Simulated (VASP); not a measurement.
# BP: relaxation of cell and atoms with LDA

The system is BP.

```
CELL_PARAMETERS angstrom
0.00000 2.24523 2.24523
2.24523 0.00000 2.24523
2.24523 2.24523 0.00000
ATOMIC_POSITIONS crystal
B 0.00000 0.00000 0.00000
P 0.75000 0.75000 0.75000
```

| Item | Value |
| --- | --- |
| Program | VASP 6.6.1 |
| Task | relaxation of cell and atoms |
| Functional | LDA |
| Potentials or basis | VASP PAW LDA potentials, release 64 (B, P) |
| Cutoff | 500 eV |
| k mesh | 10 × 10 × 10 |
| Occupations | gaussian, width 0.01 eV |
| Spin | no spin polarisation |
| Target pressure | 16 GPa |
| Dipole correction | no |
| Further INCAR settings | ALGO = Normal; EDIFF = 1e-07; IBRION = 2; EDIFFG = -0.001; NSW = 80; ISIF = 3 |

```json
{
 "Relaxed volume": "10.45 Å³/atom",
 "Relaxed cell": "a = 3.092 Å, b = 3.092 Å, c = 3.092 Å, α = 60.00°, β = 60.00°, γ = 60.00°",
 "Space group after relaxing (to 0.05 Å)": "F-43m (No. 216)",
 "Energy change on relaxing (the enthalpy is what falls)": "+40.2 meV/atom",
 "Ionic steps": "6",
 "Pressure after relaxing": "16.0 GPa",
 "Band gap on the k mesh": "1.06 eV, indirect (least direct gap 3.58 eV)"
}
```

Step by step:
| step | energy change (eV) | largest force (eV/Å) | pressure (GPa) | volume (Å³) |
| --- | --- | --- | --- | --- |
| 1 | 0.0000 | 0.0000 | -0.10 | 22.64 |
| 2 | 0.3884 | 0.0000 | 40.42 | 19.11 |
| 3 | 0.0774 | 0.0000 | 15.65 | 20.94 |
| 4 | 0.0806 | 0.0000 | 16.02 | 20.91 |
| 5 | 0.0803 | 0.0000 | 15.98 | 20.91 |
| 6 | 0.0804 | 0.0000 | 16.00 | 20.91 |

Final structure:
```
B P
1.0
     0.00000    2.18660    2.18660
     2.18660    0.00000    2.18660
     2.18660    2.18660    0.00000
B P
1 1
Direct
  0.00000 0.00000 0.00000
  0.75000 0.75000 0.75000
```

Levels at points of the mesh, in eV from the valence-band top:
```csv
k point,band 2,band 3,band 4,band 5,band 6,band 7
"(0.00, 0.00, 0.00)",0.00,0.00,0.00,3.58,3.58,3.58
"(0.50, 0.00, 0.00)",-9.82,-1.87,-1.87,4.48,4.76,4.76
"(0.50, 0.50, 0.00)",-9.06,-4.50,-4.50,1.09,1.47,13.06
```

Run time: 7.8 s on 1 thread of Intel(R) Xeon(R) 6975P-C (Granite Rapids) (shared host), peak memory 0.12 GiB.

Caveat: the cell is relaxed towards a set pressure, so the enthalpy falls and the energy may rise. LDA usually gives volumes a few per cent too small.
